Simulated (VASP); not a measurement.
A run of VASP 6.6.1 is set up as follows.

POSCAR

```
BN
1.0
    0.0000000000      1.8048245478      1.8048245478
    1.8048245478      0.0000000000      1.8048245478
    1.8048245478      1.8048245478      0.0000000000
B N
1 1
Direct
    0.0000000000      0.0000000000      0.0000000000
    0.2500000000      0.2500000000      0.2500000000
```

File INCAR.step1:

```
ALGO = Normal
EDIFF = 1E-8
ENCUT = 500
GGA = PE
ISMEAR = 0
LASPH = True
LCHARG = False
LREAL = False
LWAVE = True
NELM = 100
PREC = Accurate
SIGMA = 0.01
```

File INCAR.step2:

```
ALGO = Exact
EDIFF = 1E-8
ENCUT = 500
GGA = PE
ISMEAR = 0
ISTART = 1
LASPH = True
LCHARG = False
LOPTICS = True
LREAL = False
LWAVE = True
NBANDS = 34
NELM = 1
PREC = Accurate
SIGMA = 0.01
```

File INCAR.step3:

```
ALGO = EVGW0
EDIFF = 1E-8
ENCUT = 500
ENCUTGW = 100.0
GGA = PE
ISMEAR = 0
ISTART = 1
LASPH = True
LCHARG = False
LREAL = False
LWAVE = False
NBANDS = 34
NBANDSGW = 12
NELMGW = 1
NOMEGA = 96
OMEGAMAX = 30
PREC = Accurate
PRECFOCK = Fast
SIGMA = 0.01
```

The input KPOINTS:

```
k-points
0
Gamma
  8 8 8
```

Potentials or basis: VASP PAW PBE potentials, release 64 (B_GW, N_GW).

Command:

```console
$ cat potpaw_PBE.64/B_GW/POTCAR potpaw_PBE.64/N_GW/POTCAR > POTCAR
$ cp INCAR.step1 INCAR
$ mpirun -np 1 vasp_std > vasp.out
$ cp INCAR.step2 INCAR
$ mpirun -np 1 vasp_std > vasp.out
$ cp INCAR.step3 INCAR
$ mpirun -np 1 vasp_std > vasp.out
```

(1) Estimate the quasiparticle gap.

(2) Estimate the least direct quasiparticle gap.

(3) Predict the least direct gap of the starting levels on the mesh.

## Answers

(1) 5.74 eV.

(2) 10.83 eV.

(3) 8.84 eV.

Caveat: the k points lie up to 0.38 Å⁻¹ apart; bands, screening cutoff and mesh are small and nothing is extrapolated, so the quasiparticle values aren't converged.
